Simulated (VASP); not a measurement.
# AlNi (P4mm) in VASP: further runs, part 2 of 2

VASP 6.6.1. The steps go on from the part before.

## 5. Single point, PBEsol (all Al atoms moved +0.263 Å, as atom 1 along Cartesian [0 0 1])

File INCAR:

```
SYSTEM = AlNi
ALGO = Fast
EDIFF = 1E-7
ENCUT = 520
GGA = PS
ISIF = 2
ISMEAR = 0
LASPH = .TRUE.
LCHARG = .FALSE.
LREAL = .FALSE.
LWAVE = .FALSE.
NBANDS = 14
NELM = 80
PREC = Accurate
SIGMA = 0.15
```

File KPOINTS:

```
k-points
0
G
  20 20 20
  0 0 0
```

File POSCAR:

```
AlNi
1.0
    2.0213280872     -2.0213497884      0.0000000000
    2.0213280872      2.0213497884      0.0000000000
    0.0000000000      0.0000000000      2.8694088111
Al Ni
1 1
Direct
    0.0000000000      0.0000000000      0.0914822590
    0.5000000000      0.5000000000      0.5000000000
```

Potentials or basis: VASP PAW PBE potentials, release 64 (Al, Ni).

Command:

```console
> cat potpaw_PBE.64/Al/POTCAR potpaw_PBE.64/Ni/POTCAR > POTCAR
> mpirun -np 1 vasp_std > vasp.out
```

OUTCAR:

```text
SYSTEM = AlNi
   EDIFF = 1E-7
   ENCUT = 520
   GGA = PS
   ISIF = 2
   ISMEAR = 0
   LASPH = .TRUE.
   LREAL = .FALSE.
   NELM = 80
   PREC = Accurate

 ion  position               nearest neighbor table
   1  0.000  0.000  0.091-   2 2.34   2 2.34   2 2.34   2 2.34   2 2.64   2 2.64   2 2.64   2 2.64

   2  0.500  0.500  0.500-   1 2.34   1 2.34   1 2.34   1 2.34   1 2.64   1 2.64   1 2.64   1 2.64

  LATTYP: Found a base centered orthorhombic cell.
 ALAT       =     4.0426561744
 B/A-ratio  =     1.0000107361
 C/A-ratio  =     0.7097830454

  Lattice vectors:

 A1 = (   2.0213280872,  -2.0213497884,   0.0000000000)
 A2 = (   2.0213280872,   2.0213497884,   0.0000000000)
 A3 = (   0.0000000000,   0.0000000000,   2.8694088111)

Analysis of symmetry for initial positions (statically):
=====================================================================
 Subroutine PRICEL returns:
 Original cell was already a primitive cell.

 Routine SETGRP: Setting up the symmetry group for a
 base centered orthorhombic supercell.

 Subroutine GETGRP returns: Found  4 space group operations
 (whereof  4 operations were pure point group operations)
[... 181 lines left out ...]
      7      15.6966      0.00000
      8      15.7989      0.00000
      9      15.7989      0.00000
     10      18.4574      0.00000
     11      18.4591      0.00000
     12      23.8016      0.00000
     13      30.7292      0.00000
     14      30.7319      0.00000
[... 377 lines left out ...]
      1       1.1580      2.00000
      2       5.4937      2.00000
      3       7.1414      2.00000
      4       7.8389      2.00000
      5       7.9613      2.00000
      6       8.5741      2.00000
      7       9.8614      1.98946
      8      17.4638      0.00000
      9      18.5519      0.00000
     10      19.1304      0.00000
     11      22.5959      0.00000
     12      23.3883      0.00000
     13      24.2991      0.00000
     14      26.7843      0.00000

 [... further k-points ...]

------------------------ aborting loop because EDIFF is reached ----------------------------------------

  FORCE on cell =-STRESS in cart. coord.  units (eV):
  Direction    XX          YY          ZZ          XY          YZ          ZX
  --------------------------------------------------------------------------------------
  -------------------------------------------------------------------------------------
  Total        0.9249486      0.9244918      0.3041941      0.0000000      0.0000000      0.0000000
  in kB       63.2015156     63.1703026     20.7855083      0.0000000      0.0000000      0.0000000
  external PRESSURE =      49.0524422 kB  Pullay stress =       0.0000000 kB

 VOLUME and BASIS-vectors are now :
 -----------------------------------------------------------------------------
  energy-cutoff  :      520.00
  volume of cell :       23.45
      direct lattice vectors                 reciprocal lattice vectors
     2.021328087 -2.021349788  0.000000000     0.247362120 -0.247359464  0.000000000
     2.021328087  2.021349788  0.000000000     0.247362120  0.247359464  0.000000000
     0.000000000  0.000000000  2.869408811     0.000000000  0.000000000  0.348503844

 POSITION                                       TOTAL-FORCE (eV/Angst)
 -----------------------------------------------------------------------------------
      0.00000      0.00000      0.26250         0.000000      0.000000     -1.640442
      2.02133      0.00000      1.43470         0.000000      0.000000      1.640442
 -----------------------------------------------------------------------------------
    total drift:                                0.000000     -0.000000     -0.000240

  FREE ENERGIE OF THE ION-ELECTRON SYSTEM (eV)
  ---------------------------------------------------
  free  energy   TOTEN  =       -11.3749534982 eV

  energy  without entropy=      -11.3654846981  energy(sigma->0) =      -11.37021910
```

OSZICAR:

```text
N       E                     dE             d eps       ncg     rms          rms(c)
DAV:   1     0.398723790829E+02    0.39872E+02   -0.53915E+03 34808   0.971E+02
DAV:   2    -0.112157804850E+02   -0.51088E+02   -0.46174E+02 36558   0.180E+02
DAV:   3    -0.129634244648E+02   -0.17476E+01   -0.17310E+01 43472   0.370E+01
DAV:   4    -0.129864289417E+02   -0.23004E-01   -0.22999E-01 40438   0.389E+00
DAV:   5    -0.129870942926E+02   -0.66535E-03   -0.66534E-03 44210   0.721E-01    0.127E+01
RMM:   6    -0.148060458141E+02   -0.18190E+01   -0.14985E+01 41741   0.483E+01    0.165E+01
RMM:   7    -0.113951572296E+02    0.34109E+01   -0.41585E+00 38522   0.250E+01    0.135E+00
RMM:   8    -0.113858400744E+02    0.93172E-02   -0.86245E-02 37378   0.283E+00    0.760E-01
RMM:   9    -0.113777274852E+02    0.81126E-02   -0.26446E-02 40005   0.101E+00    0.491E-01
RMM:  10    -0.113751800087E+02    0.25475E-02   -0.83090E-03 42443   0.113E+00    0.196E-01
RMM:  11    -0.113750318816E+02    0.14813E-03   -0.11724E-03 46398   0.411E-01    0.107E-01
RMM:  12    -0.113749556076E+02    0.76274E-04   -0.40813E-04 45703   0.217E-01    0.536E-02
RMM:  13    -0.113749517341E+02    0.38735E-05   -0.11500E-04 50310   0.949E-02    0.143E-02
RMM:  14    -0.113749533452E+02   -0.16111E-05   -0.22863E-05 48313   0.324E-02    0.127E-02
RMM:  15    -0.113749541374E+02   -0.79220E-06   -0.35585E-06 52931   0.125E-02    0.268E-02
RMM:  16    -0.113749535644E+02    0.57300E-06   -0.68039E-07 41010   0.947E-03    0.765E-03
RMM:  17    -0.113749534982E+02    0.66191E-07   -0.15636E-07 24831   0.319E-03
   1 F= -.11374953E+02 E0= -.11370219E+02  d E =-.946880E-02
```

stdout:

```text
POSCAR found type information on POSCAR AlNi
 POSCAR found :  2 types and       2 ions
 scaLAPACK will be used
 -----------------------------------------------------------------------------
|                                                                             |
[... 23 lines left out ...]
WARNING in EDDRMM: call to ZHEGV failed, returncode =   8  4     12
WARNING in EDDRMM: call to ZHEGV failed, returncode =   8  4     14
WARNING in EDDRMM: call to ZHEGV failed, returncode =   8  4     13
WARNING in EDDRMM: call to ZHEGV failed, returncode =   8  4     14
WARNING in EDDRMM: call to ZHEGV failed, returncode =   8  4     13
 num prob  num prob WARNING in EDDRMM: call to ZHEGV failed, returncode =   8  4     14
WARNING in EDDRMM: call to ZHEGV failed, returncode =   6  3     12
```

Wall time 4.8 min (1 thread of Intel Xeon Platinum 8488C (Sapphire Rapids), shared host); peak memory 0.5 GiB.

Results:

```yaml
Free_energy: -11.3750 eV
Pressure: 4.9 GPa
Largest_force: 1.640 eV/Å
```

Forces on the atoms (eV/Å):
```
Al   0.000  0.000 -1.640
Ni   0.000  0.000  1.640
```

Stress tensor (GPa, compression positive):
```
6.32 0.00 0.00
0.00 6.32 0.00
0.00 0.00 2.08
```

Levels at points of the mesh, in eV from the Fermi level:
```tsv
k point	band 3	band 4	band 5	band 6	band 7	band 8	band 9	band 10	band 11	band 12
(0.00, 0.00, 0.00)	-3.35	-1.67	-1.61	-1.61	5.56	5.67	5.67	8.32	8.33	13.67
(0.50, 0.00, 0.00)	-2.89	-2.40	-2.32	-1.53	-0.70	8.45	10.19	10.36	10.63	11.22
(0.50, 0.50, 0.00)	-3.05	-3.05	-1.97	-1.97	-1.08	1.45	2.56	12.75	14.10	14.10
(0.00, 0.00, 0.50)	-2.96	-2.30	-2.30	-1.58	-0.65	8.51	9.89	9.89	11.37	11.37
(0.50, 0.00, 0.50)	-2.92	-2.64	-2.24	-2.14	-1.07	1.50	2.53	12.66	15.01	15.36
(0.50, 0.50, 0.50)	-4.17	-1.05	-1.03	1.80	1.80	2.09	3.40	4.73	4.73	5.22
```

Caveat: the cell differs from its parent crystal (all Al atoms moved +0.263 Å, as atom 1 along Cartesian [0 0 1]); the PAW data sets were made with another functional, which shifts forces and pressure a little. Spin polarisation is off, so any magnetic state and its effect on volume and gap are missing.

## 6. Single point, PBEsol (all Al atoms moved +0.188 Å, as atom 1 along Cartesian [0 0 1])

File INCAR:

```
  PREC = Accurate
  ENCUT = 520
  EDIFF = 1E-6
  ISMEAR = 0
  SIGMA = 0.15
  LREAL = False
  LASPH = True
  NELM = 60
  ALGO = Fast
  ISIF = 2
  LWAVE = False
  LCHARG = False
  GGA = PS
  NBANDS = 14
```

File KPOINTS:

```
regular mesh
0
Gamma
  20 20 20
```

POSCAR: that of step 5 with these lines changed.

```diff
@@ -8,3 +8,3 @@
 Direct
-    0.0000000000      0.0000000000      0.0914822590
+    0.0000000000      0.0000000000      0.0653444707
     0.5000000000      0.5000000000      0.5000000000
```

Potentials or basis: VASP PAW PBE potentials, release 64 (Al, Ni).

Command:

```console
> cat potpaw_PBE.64/Al/POTCAR potpaw_PBE.64/Ni/POTCAR > POTCAR
> mpirun -np 1 vasp_std > vasp.out
```

Wall time 3.8 min (1 thread of Intel Xeon 6975P-C, shared host); peak memory 0.5 GiB.

Results (log left out):

| Item | Value |
| --- | --- |
| Free energy | -11.4805 eV |
| Pressure | 2.7 GPa |
| Largest force | 1.173 eV/Å |

Forces in eV/Å, atoms in the order of the input:
```
Al   0.000  0.000 -1.173
Ni   0.000  0.000  1.173
```

Stress tensor (GPa, compression positive):
```
3.43 0.00 0.00
0.00 3.42 0.00
0.00 0.00 1.16
```

Levels at points of the mesh, in eV from the Fermi level:
| k point | band 4 | band 5 | band 6 | band 7 | band 8 | band 9 | band 10 | band 11 |
| --- | --- | --- | --- | --- | --- | --- | --- | --- |
| (0.00, 0.00, 0.00) | -1.62 | -1.60 | -1.60 | 5.53 | 5.65 | 5.65 | 8.26 | 8.28 |
| (0.50, 0.00, 0.00) | -2.35 | -2.32 | -1.51 | -0.67 | 8.39 | 10.17 | 10.19 | 10.81 |
| (0.50, 0.50, 0.00) | -2.99 | -2.04 | -2.04 | -1.06 | 1.49 | 2.59 | 12.61 | 14.42 |
| (0.00, 0.00, 0.50) | -2.30 | -2.30 | -1.53 | -0.66 | 8.42 | 9.99 | 9.99 | 11.26 |
| (0.50, 0.00, 0.50) | -2.76 | -2.18 | -2.13 | -1.05 | 1.49 | 2.55 | 12.60 | 15.14 |
| (0.50, 0.50, 0.50) | -1.03 | -1.02 | 1.88 | 1.88 | 2.03 | 3.58 | 4.65 | 4.65 |

Caveat: the cell differs from its parent crystal (all Al atoms moved +0.188 Å, as atom 1 along Cartesian [0 0 1]); the PAW data sets were made with another functional, which shifts forces and pressure a little. Spin polarisation is off, so any magnetic state and its effect on volume and gap are missing.
